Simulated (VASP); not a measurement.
Write the native input for VASP 6.6.1 that does the following.

| Quantity | Value |
| --- | --- |
| Task | single point |
| Functional | r2SCAN |
| Potentials or basis | VASP PAW PBE potentials, release 64 (Mg, S) |
| Cutoff | 660 eV |
| k mesh | 6 × 6 × 6 |
| Occupations | methfessel-paxton, width 0.001 eV |
| Spin | no spin polarisation |
| Dipole correction | no |
| Further INCAR settings | ALGO = Normal; EDIFF = 1e-06; NBANDS = 11 |

MgS:

```
CELL_PARAMETERS angstrom
0.00000 2.60152 2.60152
2.60152 0.00000 2.60152
2.60152 2.60152 0.00000
ATOMIC_POSITIONS crystal
Mg 0.00000 0.00000 0.00000
S 0.50000 0.50000 0.50000
```

These files were run (other wordings do the same):

POSCAR

```
MgS
1.0
    0.0000000000      2.6015179373      2.6015179373
    2.6015179373      0.0000000000      2.6015179373
    2.6015179373      2.6015179373      0.0000000000
Mg S
1 1
Direct
    0.0000000000      0.0000000000      0.0000000000
    0.5000000000      0.5000000000      0.5000000000
```

INCAR.step1

```
SYSTEM = MgS
PREC = Accurate
ENCUT = 660
ISMEAR = 1
SIGMA = 0.001
LREAL = .FALSE.
LASPH = .TRUE.
NELM = 120
NBANDS = 11
GGA = PE
ALGO = Normal
EDIFF = 1E-5
LWAVE = .TRUE.
LCHARG = .FALSE.
GGA_COMPAT = .FALSE.
```

INCAR.step2

```
SYSTEM = MgS
PREC = Accurate
ENCUT = 660
EDIFF = 1E-6
ISMEAR = 1
SIGMA = 0.001
LREAL = .FALSE.
LASPH = .TRUE.
NELM = 120
ALGO = Normal
ISIF = 2
LWAVE = .FALSE.
LCHARG = .TRUE.
METAGGA = R2SCAN
LMIXTAU = .TRUE.
LELF = .TRUE.
LVHAR = .TRUE.
NBANDS = 11
ISTART = 1
GGA_COMPAT = .FALSE.
```

KPOINTS

```
Automatic mesh
0
G
  6 6 6
  0 0 0
```

Potentials or basis: VASP PAW PBE potentials, release 64 (Mg, S).

The run is started by

```console
$ cat potpaw_PBE.64/Mg/POTCAR potpaw_PBE.64/S/POTCAR > POTCAR
$ cp INCAR.step1 INCAR
$ mpirun -np 1 vasp_std > vasp.out
$ cp INCAR.step2 INCAR
$ mpirun -np 1 vasp_std > vasp.out
```

Results of the run:

The pressure is -0.4 GPa. The band gap on the k mesh is 3.43 eV (least direct gap 4.62 eV).

Caveat: the PAW data sets were made with another functional, which shifts forces and pressure a little.

Wall time 31 s on 1 thread of Intel(R) Xeon(R) Platinum 8259CL CPU @ 2.50GHz (Skylake/Cascade Lake), with other jobs on the host, peak memory 0.19 GiB.
